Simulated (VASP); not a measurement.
Write the native input for VASP 6.6.1 that does the following.

* Task: single point
* Functional: LDA
* Potentials or basis: VASP PAW LDA potentials, release 64 (C, Cl, H, F)
* Cutoff: 520 eV
* k mesh: 1 × 1 × 1
* Occupations: fermi-dirac, width 0.02 eV
* Spin: no spin polarisation
* Dipole correction: no
* Further INCAR settings: LREAL = Auto; ALGO = Normal; EDIFF = 1e-06; NBANDS = 118

The structure of H3C2ClF4 lies in POSCAR:

```
H3C2ClF4
1.0
    8.3663050000      0.0000000000      0.0000000000
    0.0000000000      8.3663050000      0.0000000000
    0.0000000000      0.0000000000      8.3663050000
C Cl H F
8 4 12 16
Direct
    1.3286988701      0.7694077613      0.7259118571
    0.4947703915     -0.0245508621      1.0078045206
   -0.0462330742      0.5721163644      0.0238097942
    0.9449452297      0.3685976067      0.5071175387
    0.5499799493      0.4266877672      0.3090014050
    0.6459721466      0.5143847852      0.7860937415
    0.0522452863      0.2359225488      0.0171282304
    0.5600919402      0.1111243255      0.2412295512
    1.0054976480      0.9533838415      0.7238679441
    0.3977861194     -0.0413922275      0.7718461137
    0.2358269272      0.7418687222      0.2713623278
    1.1233991589      0.4116512606      0.6203574935
   -6.0583734396     -5.9537274818     -8.2164229011
    1.7874079417      0.8032817355      0.3151809550
    0.9824408744      0.6944762353      0.8772689975
   -0.2289302147     -3.5555959291     -2.8142770315
    0.9861103558      0.5652316046      1.1579544375
    0.5521912003     -0.1464684828      1.0081272437
    3.8997263428      3.6062275999     -0.0102554234
    0.1483450579      0.5711481951      0.1301410838
    0.0066935164      0.6493906211      0.0012669870
    0.9800622856      0.4804988582      0.2856816719
    2.1784527339     -0.4804749528      0.0130882152
    0.9430806073      0.2223920835      0.5027189422
    0.7143774940      0.5116356623      0.3933397121
    0.6845315823      1.2199172753      0.8181389514
    0.5189626723      0.5471471576      0.1886376363
    0.4278471798      0.4876107194      0.4343375002
    0.7288761287      0.6225328864      0.8801256947
    0.5568527564      0.4337398649      0.8797193026
    0.5551196137      0.6167477758      0.6889540843
    0.7299996833      0.4275244567      0.6912609569
    0.1115785284      0.3759604748      0.0325711291
    0.0472251490      0.2016899934      0.1671108094
   -0.0907569112      0.2397474154     -0.0485160414
    0.1647919840      0.1612778879     -0.0583053092
    0.5657933819      0.1695013510      0.3903634878
    0.5562790264      0.2219139752      0.1430739138
    0.7108275398      0.0422408698      0.2289421674
    0.4505334195     -0.0016733791      0.2005664388
```

The input as run:

INCAR

```
PREC     = Accurate       # precision mode
ENCUT    = 520            # plane-wave cutoff, eV
EDIFF    = 1E-6           # SCF threshold, eV
ISMEAR   = -1             # smearing method
SIGMA    = 0.02           # smearing width, eV
LREAL    = Auto         
LASPH    = True           # aspherical terms in the spheres
NELM     = 100            # most SCF steps
ALGO     = Normal         # electronic algorithm
ISIF     = 2              # what is computed and relaxed
LWAVE    = False          # write WAVECAR
LCHARG   = True           # write CHGCAR
GGA      = CA             # functional
LELF     = True           # ELF
LVHAR    = True         
NBANDS   = 118            # bands
```

KPOINTS

```
Automatic mesh
0
Gamma
  1 1 1
```

Potentials or basis: VASP PAW LDA potentials, release 64 (C, Cl, H, F).

The run is started by

```sh
$ cat potpaw_LDA.64/C/POTCAR potpaw_LDA.64/Cl/POTCAR potpaw_LDA.64/H/POTCAR potpaw_LDA.64/F/POTCAR > POTCAR
$ mpirun -np 1 vasp_gam > vasp.out
```

It gave:

The pressure is 8.8 GPa. The largest force is 86.515 eV/Å.

Caveat: the k points lie up to 0.75 Å⁻¹ apart; atoms lie so close that the PAW spheres overlap strongly, which falsifies energies and pressures; the atoms stand as in a frame of molecular dynamics.

Wall time 3.7 min on 1 thread of Intel Xeon 8259CL, with other jobs on the host, peak memory 0.44 GiB.
